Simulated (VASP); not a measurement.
# WSe2 (P6_3/mmc) in VASP: a series of runs

WSe2 is run at these levels: PBE; tasks: single point.

All numbers are computed with VASP 6.6.1; they aren't measurements. Logs are shortened: lines on timing, memory, paths and dates and some standing lists are left out, and cuts for length are marked.

### Step 1. The cell of the first run

Symmetry: P6_3/mmc, No. 194, hexagonal system. Conventional cell: a = 3.354 Å, b = 3.354 Å, c = 15.194 Å, α = 90.00°, β = 90.00°, γ = 120.00°. W (site symmetry -6m2) has 6 Se at 2.55 Å and 6 W at 3.35 Å within 3.4 Å. Se (site symmetry 3m) has 3 W at 2.55 Å and 7 Se at 3.33 to 3.35 Å within 3.4 Å.

### Step 2. Single point, PBE (equal strain along all axes, cell held: +1.0 %, then relaxed in part)

Input file INCAR:

```
ALGO     = Normal         # electronic algorithm
EDIFF    = 1E-6           # SCF threshold, eV
ENCUT    = 520            # plane-wave cutoff, eV
GGA      = PE             # functional
ISIF     = 2              # what is computed and relaxed
ISMEAR   = 0              # smearing method
LASPH    = T              # aspherical terms in the spheres
LCHARG   = T              # write CHGCAR
LELF     = T              # ELF
LREAL    = F              # projectors in reciprocal space
LVHAR    = T            
LWAVE    = F              # write WAVECAR
NBANDS   = 35             # bands
NELM     = 80             # most SCF steps
PREC     = Accurate       # precision mode
SIGMA    = 0.02           # smearing width, eV
```

Input file KPOINTS:

```
k-points
0
Gamma
  12 12 2
```

Input file POSCAR:

```
WSe2
1.0
    3.3541965461      0.0000000000      0.0000000000
   -1.6770982730      2.9048194182      0.0000000000
    0.0000000000      0.0000000000     15.1942591103
W Se
2 4
Direct
    0.6666666667      0.3333333333      0.7500000000
    0.3333333333      0.6666666667      0.2500000000
    0.3333333333      0.6666666667      0.8596529217
    0.6666666667      0.3333333333      0.3596529217
    0.3333333333      0.6666666667      0.6403470783
    0.6666666667      0.3333333333      0.1403470783
```

Potentials or basis: VASP PAW PBE potentials, release 64 (W_sv, Se).

On the command line:

```bash
$ cat potpaw_PBE.64/W_sv/POTCAR potpaw_PBE.64/Se/POTCAR > POTCAR
$ mpirun -np 1 vasp_std > vasp.out
```

OUTCAR:

```text
EDIFF = 1E-6
   ENCUT = 520
   GGA = PE
   ISIF = 2
   ISMEAR = 0
   LASPH = T
   LREAL = F
   NELM = 80
   PREC = Accurate

 ion  position               nearest neighbor table
   1  0.667  0.333  0.750-   3 2.55   5 2.55   3 2.55   5 2.55   3 2.55   5 2.55
   2  0.333  0.667  0.250-   4 2.55   6 2.55   4 2.55   6 2.55   4 2.55   6 2.55
   3  0.333  0.667  0.860-   1 2.55   1 2.55   1 2.55
   4  0.667  0.333  0.360-   2 2.55   2 2.55   2 2.55
   5  0.333  0.667  0.640-   1 2.55   1 2.55   1 2.55
   6  0.667  0.333  0.140-   2 2.55   2 2.55   2 2.55

  LATTYP: Found a hexagonal cell.
 ALAT       =     3.3541965461
 C/A-ratio  =     4.5299250958

  Lattice vectors:

 A1 = (   3.3541965461,   0.0000000000,   0.0000000000)
 A2 = (  -1.6770982730,   2.9048194182,   0.0000000000)
 A3 = (   0.0000000000,   0.0000000000,  15.1942591103)

Analysis of symmetry for initial positions (statically):
=====================================================================
 Subroutine PRICEL returns:
 Original cell was already a primitive cell.

 Routine SETGRP: Setting up the symmetry group for a
 hexagonal supercell.

 Subroutine GETGRP returns: Found 24 space group operations
 (whereof 12 operations were pure point group operations)
 out of a pool of 24 trial point group operations.

The static configuration has the point symmetry D_3d.
 The point group associated with its full space group is D_6h.

Analysis of symmetry for dynamics (positions and initial velocities):
=====================================================================
 Subroutine PRICEL returns:
 Original cell was already a primitive cell.

 Routine SETGRP: Setting up the symmetry group for a
 hexagonal supercell.

 Subroutine GETGRP returns: Found 24 space group operations
 (whereof 12 operations were pure point group operations)
 out of a pool of 24 trial point group operations.

The dynamic configuration has the point symmetry D_3d.
 The point group associated with its full space group is D_6h.

 Subroutine INISYM returns: Found 24 space group operations
 (whereof 12 operations are pure point group operations),
 and found     1 'primitive' translations

----------------------------------------------------------------------------------------

                                     Primitive cell
[... 94 lines left out ...]
   LNONCOLLINEAR =      F non collinear calculations
   LSORBIT =      F    spin-orbit coupling
   LASPH  =      T    aspherical Exc in radial PAW
   ENCUT  =  520.0 eV  38.22 Ry    6.18 a.u.   6.24  6.24 28.25*2*pi/ulx,y,z
   NELM   =     80;   NELMIN=  2; NELMDL= -5     # of ELM steps
   EDIFF  = 0.1E-05   stopping-criterion for ELM
   LREAL  =      F    real-space projection
   EDIFFG = 0.1E-04   stopping-criterion for IOM
   NSW    =      0    number of steps for IOM
   IBRION =     -1    ionic relax: 0-MD 1-quasi-New 2-CG
   NFREE  =      0    steps in history (QN), initial steepest desc. (CG)
   ISIF   =      2    stress and relaxation
   ISYM   =      2    0-nonsym 1-usesym 2-fastsym
   POTIM  = 0.5000    time-step for ionic-motion
   TEBEG  =    0.0;   TEEND  =   0.0 temperature during run
   PSTRESS=    0.0 pullay stress
   NELECT =      52.0000    total number of electrons
   NUPDOWN=      -1.0000    fix difference up-down
   EMIN   =  10.00;   EMAX   =-10.00  energy-range for DOS
   EFERMI =   0.00;   METHOD = LEGACY
   ISMEAR =     0;   SIGMA  =   0.02  broadening in eV -4-tet -1-fermi 0-gaus
   EFERMI_NEDOS =   21; number of points for ismear=-14 and -15
   IALGO  =     38    algorithm
   IMIX   =      4    mixing-type and parameters
     AMIX     =   0.40;   BMIX     =  1.00
     AMIX_MAG =   1.60;   BMIX_MAG =  1.00
  volume/ion in A,a.u.               =      24.67       166.51
  Fermi-wavevector in a.u.,A,eV,Ry     =   1.155084  2.182792 18.153151  1.334219
  Thomas-Fermi vector in A             =   2.291715
   LORBIT       =      0    0 simple, 1 ext, 2 COOP (PROOUT), +10 PAW based schemes
   GGA     = PE    functional components
   LHFCALC =     F    Hartree Fock is set to
   AEXX    =    0.0000 exact exchange contribution
   IVDW    =     0    specifies the selected vdW correction
   LEPSILON=     F    determine dielectric tensor
   LRPA    =     F    only Hartree local field effects (RPA)
 non-spin polarized calculation
 Gauss-broadening in eV      SIGMA  =   0.02
  energy-cutoff  :      520.00
  volume of cell :      148.04
 maximum number of plane-waves:      4040
 NGX is ok and might be reduce to    28
   NGX = 13   NGY = 13   NGZ = 57

 number of electron      51.9999998 magnetization

 Free energy of the ion-electron system (eV)
  ---------------------------------------------------
  ext. energy  EPLUGINS =         0.00000000
  ---------------------------------------------------
  free energy    TOTEN  =       -43.24188142 eV

  energy without entropy =      -43.24188142  energy(sigma->0) =      -43.24188142

 E-fermi :   4.2495     XC(G=0):  -9.4441

 val. band max:        4.0057519358   @ k =   0.0000   0.0000   0.0000
 cond. band min:       5.4012298613   @ k =   0.3333   0.3333   0.0000
 fundamental gap:      1.3954779256
 Fermi energy:         4.2494692677

 k-point     1 :       0.0000    0.0000    0.0000
  band No.  band energies     occupation
      1     -70.1316      2.00000
      2     -70.1316      2.00000
      3     -34.3290      2.00000
      4     -34.3290      2.00000
      5     -34.2572      2.00000
      6     -34.2572      2.00000
[... 901 lines left out ...]
     34       8.0761      0.00000
     35       9.8521      0.00000

 [... further k-points ...]
[... 5 lines left out ...]
  --------------------------------------------------------------------------------------
  -------------------------------------------------------------------------------------
  Total       -1.4853607     -1.4853607      0.2601016     -0.0000000      0.0000000      0.0000000
  in kB      -16.0751609    -16.0751609      2.8149223     -0.0000000      0.0000000      0.0000000
  external PRESSURE =      -9.7784665 kB  Pullay stress =       0.0000000 kB

 VOLUME and BASIS-vectors are now :
 -----------------------------------------------------------------------------
  energy-cutoff  :      520.00
  volume of cell :      148.04
      direct lattice vectors                 reciprocal lattice vectors
     3.354196546  0.000000000  0.000000000     0.298133990  0.172127739  0.000000000
    -1.677098273  2.904819418  0.000000000     0.000000000  0.344255479  0.000000000
     0.000000000  0.000000000 15.194259110     0.000000000  0.000000000  0.065814331

 POSITION                                       TOTAL-FORCE (eV/Angst)
 -----------------------------------------------------------------------------------
      1.67710      0.96827     11.39569        -0.000000     -0.000000      0.000000
     -0.00000      1.93655      3.79856         0.000000      0.000000      0.000000
     -0.00000      1.93655     13.06179         0.000000     -0.000000      0.042409
      1.67710      0.96827      5.46466         0.000000     -0.000000      0.042409
     -0.00000      1.93655      9.72960         0.000000     -0.000000     -0.042409
      1.67710      0.96827      2.13247         0.000000     -0.000000     -0.042409
 -----------------------------------------------------------------------------------
    total drift:                               -0.000000      0.000000     -0.000000

  FREE ENERGIE OF THE ION-ELECTRON SYSTEM (eV)
  ---------------------------------------------------
  free  energy   TOTEN  =       -43.2418814207 eV

  energy  without entropy=      -43.2418814207  energy(sigma->0) =      -43.24188142
```

OSZICAR:

```text
N       E                     dE             d eps       ncg     rms          rms(c)
DAV:   1     0.489026795085E+03    0.48903E+03   -0.27706E+04  2964   0.140E+03
DAV:   2    -0.146244064268E+02   -0.50365E+03   -0.48701E+03  3197   0.368E+02
DAV:   3    -0.445954499976E+02   -0.29971E+02   -0.29523E+02  3295   0.853E+01
DAV:   4    -0.453264147519E+02   -0.73096E+00   -0.72710E+00  3257   0.137E+01
DAV:   5    -0.453397524069E+02   -0.13338E-01   -0.13321E-01  3252   0.196E+00    0.279E+01
DAV:   6    -0.436716362105E+02    0.16681E+01   -0.69904E+00  2989   0.169E+01    0.955E+00
DAV:   7    -0.434136354695E+02    0.25800E+00   -0.27433E+00  2893   0.830E+00    0.548E+00
DAV:   8    -0.432407916464E+02    0.17284E+00   -0.36026E-01  3012   0.413E+00    0.117E+00
DAV:   9    -0.432424301165E+02   -0.16385E-02   -0.58457E-02  3139   0.115E+00    0.805E-01
DAV:  10    -0.432418015460E+02    0.62857E-03   -0.11299E-02  2988   0.727E-01    0.147E-01
DAV:  11    -0.432418140658E+02   -0.12520E-04   -0.15073E-03  2874   0.250E-01    0.139E-01
DAV:  12    -0.432418186976E+02   -0.46318E-05   -0.78667E-05  3139   0.485E-02    0.834E-02
DAV:  13    -0.432418751530E+02   -0.56455E-04   -0.70861E-05  2800   0.432E-02    0.747E-03
DAV:  14    -0.432418807302E+02   -0.55771E-05   -0.83795E-06  2899   0.124E-02    0.743E-03
DAV:  15    -0.432418814207E+02   -0.69056E-06   -0.94095E-07  2224   0.495E-03
   1 F= -.43241881E+02 E0= -.43241881E+02  d E =-.126577E-68
```

Wall time 6.3 min (1 thread of AMD EPYC 7R13, shared host); peak memory 0.35 GiB.

What came out:

* Free energy: -43.2419 eV
* Pressure: -1.0 GPa
* Largest force: 0.042 eV/Å
* Band gap on the k mesh: 1.40 eV, indirect (least direct gap 1.41 eV)

Forces in eV/Å, atoms in the order of the input:
```
W    0.000  0.000  0.000
W    0.000  0.000  0.000
Se   0.000  0.000  0.042
Se   0.000  0.000  0.042
Se   0.000  0.000 -0.042
Se   0.000  0.000 -0.042
```

Stress tensor (GPa, compression positive):
```
-1.61  0.00  0.00
 0.00 -1.61  0.00
 0.00  0.00  0.28
```

Levels at points of the mesh, in eV from the valence-band top:
```
           k point  band 24  band 25  band 26  band 27  band 28  band 29
(0.00, 0.00, 0.00)    -1.33    -0.44     0.00     2.79     2.79     2.80
(0.50, 0.00, 0.00)    -1.05    -0.98    -0.96     2.20     2.20     2.56
(0.00, 0.00, 0.50)    -1.34    -0.17    -0.17     2.79     2.79     2.79
(0.50, 0.00, 0.50)    -1.06    -0.97    -0.97     2.20     2.20     2.59
```

Caveat: the cell differs from its parent crystal (equal strain along all axes, cell held: +1.0 %, then relaxed in part); spin-orbit coupling is left out, which moves the levels of the heavy elements; this functional lacks dispersion, which binds the layers, so the pressure and a relaxed spacing across them are unreliable. A k mesh can miss the band edges.

### Step 3. Single point, PBE

Input file INCAR:

```
SYSTEM = WSe2
ALGO = Normal ; EDIFF = 1E-7
ENCUT = 520 ; GGA = PE
ISIF = 2 ; ISMEAR = 0
LASPH = .TRUE. ; LCHARG = .FALSE.
LREAL = .FALSE. ; LWAVE = .FALSE.
NBANDS = 35 ; NELM = 60
PREC = Accurate ; SIGMA = 0.02
```

Input file KPOINTS:

```
k-points
0
G
  12 12 2
  0 0 0
```

POSCAR is that of step 2.

Potentials or basis: VASP PAW PBE potentials, release 64 (W_sv, Se).

On the command line:

```bash
$ cat potpaw_PBE.64/W_sv/POTCAR potpaw_PBE.64/Se/POTCAR > POTCAR
$ mpirun -np 1 vasp_std > vasp.out
```

Run time: 7.1 min. Hardware: 1 thread of AMD EPYC 7R13, shared host; peak memory 0.35 GiB.

The run converged. Its results:

```
Free energy            : -43.2419 eV
Pressure               : -1.0 GPa
Largest force          : 0.042 eV/Å
Band gap on the k mesh : 1.40 eV, indirect (least direct gap 1.41 eV)
```

Forces in eV/Å, atoms in the order of the input:
```
W    0.000  0.000  0.000
W    0.000  0.000  0.000
Se   0.000  0.000  0.042
Se   0.000  0.000  0.042
Se   0.000  0.000 -0.042
Se   0.000  0.000 -0.042
```

Stress tensor (GPa, compression positive):
```
-1.61  0.00  0.00
 0.00 -1.61  0.00
 0.00  0.00  0.28
```

Levels at points of the mesh, in eV from the valence-band top:
```csv
k point,band 23,band 24,band 25,band 26,band 27,band 28,band 29,band 30
"(0.00, 0.00, 0.00)",-1.33,-1.33,-0.44,0.00,2.79,2.79,2.80,2.80
"(0.50, 0.00, 0.00)",-1.07,-1.05,-0.98,-0.96,2.20,2.20,2.56,2.63
"(0.00, 0.00, 0.50)",-1.34,-1.34,-0.17,-0.17,2.79,2.79,2.79,2.79
"(0.50, 0.00, 0.50)",-1.06,-1.06,-0.97,-0.97,2.20,2.20,2.59,2.59
```

Caveat: spin-orbit coupling is left out, which moves the levels of the heavy elements; this functional lacks dispersion, which binds the layers, so the pressure and a relaxed spacing across them are unreliable. A k mesh can miss the band edges.

### Step 4. Single point, PBE (equal strain along all axes, cell held: +2.0 %, then relaxed in part)

Input file INCAR:

```
PREC = Accurate
ENCUT = 520
EDIFF = 1E-7
ISMEAR = 0
SIGMA = 0.02
LREAL = F
LASPH = T
NELM = 60
ALGO = Normal
ISIF = 2
LWAVE = F
LCHARG = F
GGA = PE
NBANDS = 35
```

Input file KPOINTS:

```
Automatic mesh
0
Gamma
  12 12 2
```

Input file POSCAR:

```
WSe2
1.0
    3.3874064129      0.0000000000      0.0000000000
   -1.6937032064      2.9335800065      0.0000000000
    0.0000000000      0.0000000000     15.3446973193
W Se
2 4
Direct
    0.6666666667      0.3333333333      0.7500000000
    0.3333333333      0.6666666667      0.2500000000
    0.3333333333      0.6666666667      0.8578160963
    0.6666666667      0.3333333333      0.3578160963
    0.3333333333      0.6666666667      0.6421839037
    0.6666666667      0.3333333333      0.1421839037
```

On the command line:

```bash
$ cat potpaw_PBE.64/W_sv/POTCAR potpaw_PBE.64/Se/POTCAR > POTCAR
$ mpirun -np 1 vasp_std > vasp.out
```

Wall time 6.1 min (1 thread of AMD EPYC 7R13, shared host); peak memory 0.35 GiB.

It converged, with:

```
Free energy            : -43.1952 eV
Pressure               : -2.1 GPa
Largest force          : 0.041 eV/Å
Band gap on the k mesh : 1.20 eV, indirect (least direct gap 1.30 eV)
```

Forces on the atoms (eV/Å):
```
W    0.000  0.000  0.000
W    0.000  0.000  0.000
Se   0.000  0.000  0.041
Se   0.000  0.000  0.041
Se   0.000  0.000 -0.041
Se   0.000  0.000 -0.041
```

Stress tensor (GPa, compression positive):
```
-3.25  0.00  0.00
 0.00 -3.25  0.00
 0.00  0.00  0.23
```

Levels at points of the mesh, in eV from the valence-band top:
```csv
k point,band 24,band 25,band 26,band 27,band 28,band 29
"(0.00, 0.00, 0.00)",-1.48,-0.38,0.00,2.64,2.64,2.65
"(0.50, 0.00, 0.00)",-1.21,-1.01,-0.99,2.01,2.02,2.39
"(0.00, 0.00, 0.50)",-1.48,-0.15,-0.15,2.65,2.65,2.65
"(0.50, 0.00, 0.50)",-1.22,-1.00,-1.00,2.02,2.02,2.41
```

Caveat: the cell differs from its parent crystal (equal strain along all axes, cell held: +2.0 %, then relaxed in part); spin-orbit coupling is left out, which moves the levels of the heavy elements; this functional lacks dispersion, which binds the layers, so the pressure and a relaxed spacing across them are unreliable. A k mesh can miss the band edges.

### Step 5. Single point, PBE

This run uses another cell than the first one, of 25.41 Å³/atom, 1.030 times its volume.

Input file INCAR:

```
SYSTEM = WSe2
PREC     = Accurate       ! precision mode
ENCUT    = 520            ! plane-wave cutoff, eV
EDIFF    = 1E-7           ! SCF threshold, eV
ISMEAR   = 0              ! smearing method
SIGMA    = 0.02           ! smearing width, eV
LREAL    = .False.        ! projectors in reciprocal space
LASPH    = .True.         ! aspherical terms in the spheres
NELM     = 60             ! most SCF steps
ALGO     = Normal         ! electronic algorithm
ISIF     = 2              ! what is computed and relaxed
LWAVE    = .False.        ! write WAVECAR
LCHARG   = .False.        ! write CHGCAR
GGA      = PE             ! functional
NBANDS   = 35             ! bands
```

Input file KPOINTS:

```
Automatic mesh
0
Gamma
  12 12 2
  0 0 0
```

POSCAR is that of step 4.

On the command line:

```bash
$ cat potpaw_PBE.64/W_sv/POTCAR potpaw_PBE.64/Se/POTCAR > POTCAR
$ mpirun -np 1 vasp_std > vasp.out
```

Wall time 6 min (1 thread of AMD EPYC 7R13, shared host); peak memory 0.35 GiB.

Results (log left out):

- Free energy: -43.1952 eV
- Pressure: -2.1 GPa
- Largest force: 0.041 eV/Å
- Band gap on the k mesh: 1.20 eV, indirect (least direct gap 1.30 eV)

Forces in eV/Å, atoms in the order of the input:
```
W    0.000  0.000  0.000
W    0.000  0.000  0.000
Se   0.000  0.000  0.041
Se   0.000  0.000  0.041
Se   0.000  0.000 -0.041
Se   0.000  0.000 -0.041
```

Stress tensor (GPa, compression positive):
```
-3.25  0.00  0.00
 0.00 -3.25  0.00
 0.00  0.00  0.23
```

Levels at points of the mesh, in eV from the valence-band top:
```csv
k point,band 22,band 23,band 24,band 25,band 26,band 27,band 28,band 29,band 30,band 31
"(0.00, 0.00, 0.00)",-1.48,-1.48,-1.48,-0.38,0.00,2.64,2.64,2.65,2.65,2.85
"(0.50, 0.00, 0.00)",-2.02,-1.22,-1.21,-1.01,-0.99,2.01,2.02,2.39,2.43,3.34
"(0.00, 0.00, 0.50)",-1.48,-1.48,-1.48,-0.15,-0.15,2.65,2.65,2.65,2.65,2.86
"(0.50, 0.00, 0.50)",-2.03,-1.22,-1.22,-1.00,-1.00,2.02,2.02,2.41,2.41,3.50
```

Caveat: spin-orbit coupling is left out, which moves the levels of the heavy elements; this functional lacks dispersion, which binds the layers, so the pressure and a relaxed spacing across them are unreliable.
